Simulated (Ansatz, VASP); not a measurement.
## Two plane-wave programs on Ni

The input INCAR:

```
  PREC = Accurate
  ENCUT = 520
  EDIFF = 1E-6
  ISMEAR = -1
  SIGMA = 0.05
  LREAL = F
  LASPH = T
  NELM = 150
  ALGO = Normal
  ISIF = 2
  LWAVE = F
  LCHARG = F
  ISPIN = 2
  MAGMOM = -0.65 -0.65
  LORBIT = 11
  LMAXMIX = 4
  GGA = RP
  NBANDS = 21
```

KPOINTS

```
Automatic mesh
0
Gamma
  13 13 13
```

The input POSCAR:

```
Ni
1.0
    0.0000000000      2.3175201398      2.3175201398
    2.3175201398      0.0000000000      2.3175201398
    2.3175201398      2.3175201398      0.0000000000
Ni
2
Direct
    0.0000000000      0.0000000000      0.0000000000
    0.5000000000      0.5000000000      0.5000000000
```

Input for Ansatz:

```yaml
crystal:
  lattice:
    - [0.0, 2.3175201398, 2.3175201398]
    - [2.3175201398, 0.0, 2.3175201398]
    - [2.3175201398, 2.3175201398, 0.0]
  atoms:
    - { symbol: Ni, position: [0.0, 0.0, 0.0], spin: -0.65 }
    - { symbol: Ni, position: [0.5, 0.5, 0.5], spin: -0.65 }
hamiltonian:
  xc: rpbe
  pseudopotentials:
    kind: paw
    azcp:
      Ni: "pseudopotentials/Ni.paw.azcp"
basis:
  ecutwfc: 420
  fft_grid_basis: typed
kpoints:
  mp_grid: { grid: [13, 13, 13], shift: [0, 0, 0] }
magnetization:
  spin_polarized: true
scf:
  occupations: { method: fermi_dirac, width: 0.05 }
  lower_state_search: "off"
output:
  stress: true
```

Alike in both runs: task single point; functional RPBE; k mesh 13 × 13 × 13; occupations fermi-dirac, width 0.05 eV; collinear spin.

```csv
,VASP,Ansatz
version,VASP 6.6.1,Ansatz 0.2.0
potentials or method,"VASP PAW PBE potentials, release 64 (Ni), cutoff 520 eV","plane waves (420 eV) with PAW, scalar-relativistic"
valence electrons in the cell,20,36
```

|  | VASP | Ansatz | Ansatz less VASP |
| --- | --- | --- | --- |
| pressure (GPa) | 6.7 | 6.9 | +0.12 |
| net moment per atom (μB) | 0.54 | 0.55 | +0.009 |
| size of the moment on the site where the two differ most (μB) | 0.55 | 0.57 | +0.022 |

VASP's potentials were made for PBE, not for RPBE. Site moments also hang on the region over which each program counts them. The functional is the same, so the differences come from potentials, cutoffs and numerics. VASP's potentials hold 20 valence electrons a cell and Ansatz's 36, so a difference there can come from the potentials and not from the codes.
